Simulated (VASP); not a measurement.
Wanted: the native input for a VASP 6.6.1 run.

| Quantity | Value |
| --- | --- |
| Task | single point |
| Functional | PBE |
| Potentials or basis | VASP PAW PBE potentials, release 64 (Sn_d, O) |
| Cutoff | 520 eV |
| k mesh | 8 × 8 × 8 |
| Occupations | fermi-dirac, width 0.02 eV |
| Spin | no spin polarisation |
| Dipole correction | no |
| Further INCAR settings | ALGO = Normal; EDIFF = 1e-07; NBANDS = 17 |

The structure of SnO lies in POSCAR:

```
SnO
1.0
    0.0000000000      2.5728039943      2.5728039943
    2.5728039943      0.0000000000      2.5728039943
    2.5728039943      2.5728039943      0.0000000000
Sn O
1 1
Direct
    0.0000000000      0.0000000000      0.0000000000
    0.2500000000      0.2500000000      0.2500000000
```

This cell differs from its parent crystal: strain -5.0%.

These files were run (other wordings do the same):

INCAR

```
PREC     = Accurate       # precision mode
ENCUT    = 520            # plane-wave cutoff, eV
EDIFF    = 1E-7           # SCF threshold, eV
ISMEAR   = -1             # smearing method
SIGMA    = 0.02           # smearing width, eV
LREAL    = F              # projectors in reciprocal space
LASPH    = T              # aspherical terms in the spheres
NELM     = 60             # most SCF steps
ALGO     = Normal         # electronic algorithm
ISIF     = 2              # what is computed and relaxed
LWAVE    = F              # write WAVECAR
LCHARG   = F              # write CHGCAR
GGA      = PE             # functional
NBANDS   = 17             # bands
```

KPOINTS

```
regular mesh
0
Gamma
  8 8 8
```

Potentials or basis: VASP PAW PBE potentials, release 64 (Sn_d, O).

Run with:

```sh
$ cat potpaw_PBE.64/Sn_d/POTCAR potpaw_PBE.64/O/POTCAR > POTCAR
$ mpirun -np 1 vasp_std > vasp.out
```

It gave:

| Item | Value |
| --- | --- |
| Pressure | 15.9 GPa |
| Band gap on the k mesh | zero (bands 10 and 11 overlap by 0.19 eV) |

Caveat: the cell differs from its parent crystal (strain -5.0%); the cell stands under pressure; the structure was generated, so it needn't be the stable form of SnO; semilocal functionals underestimate gaps, and a narrow one can read as zero; spin-orbit coupling is left out, which moves the levels of the heavy elements.

Run time: 17 s on 1 thread of AMD EPYC 7R13 Processor (Zen 3) (shared host), peak memory 0.13 GiB.
